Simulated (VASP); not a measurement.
Write the native input for VASP 6.6.1 that does the following.

| Quantity | Value |
| --- | --- |
| Task | electric field gradients |
| Functional | PBE |
| Potentials or basis | VASP PAW PBE potentials, release 64 (K_sv, I) |
| Cutoff | 520 eV |
| k mesh | 8 × 8 × 8 |
| Occupations | fermi-dirac, width 0.01 eV |
| Spin | no spin polarisation |
| Dipole correction | no |
| Further INCAR settings | ALGO = Normal; EDIFF = 1e-08; NBANDS = 15 |

The structure of KI lies in POSCAR:

```
KI
1.0
    0.0000000000      3.4889460506      3.4889460506
    3.4889460506      0.0000000000      3.4889460506
    3.4889460506      3.4889460506      0.0000000000
K I
1 1
Direct
    0.0000000000      0.0000000000      0.0000000000
    0.5000000000      0.5000000000      0.5000000000
```

The input as run:

INCAR

```
  PREC = Accurate
  ENCUT = 520
  EDIFF = 1E-8
  ISMEAR = -1
  SIGMA = 0.01
  LREAL = False
  LASPH = True
  NELM = 60
  ALGO = Normal
  ISIF = 2
  LWAVE = False
  LCHARG = False
  GGA = PE
  LEFG = True
  NBANDS = 15
```

KPOINTS

```
Automatic mesh
0
Gamma
  8 8 8
```

Potentials or basis: VASP PAW PBE potentials, release 64 (K_sv, I).

Run with:

```console
$ cat potpaw_PBE.64/K_sv/POTCAR potpaw_PBE.64/I/POTCAR > POTCAR
$ mpirun -np 1 vasp_std > vasp.out
```

Results of the run:

```yaml
Pressure: 1.2 GPa
Band_gap_on_the_k_mesh: 4.05 eV
Largest_electric_field_gradient_by_atom: zero within the noise of the run
```

Caveat: spin-orbit coupling is left out, which moves the levels of the heavy elements.

It took 84 s on 1 thread of Intel Xeon 8259CL, on a shared host, peak memory 0.25 GiB.
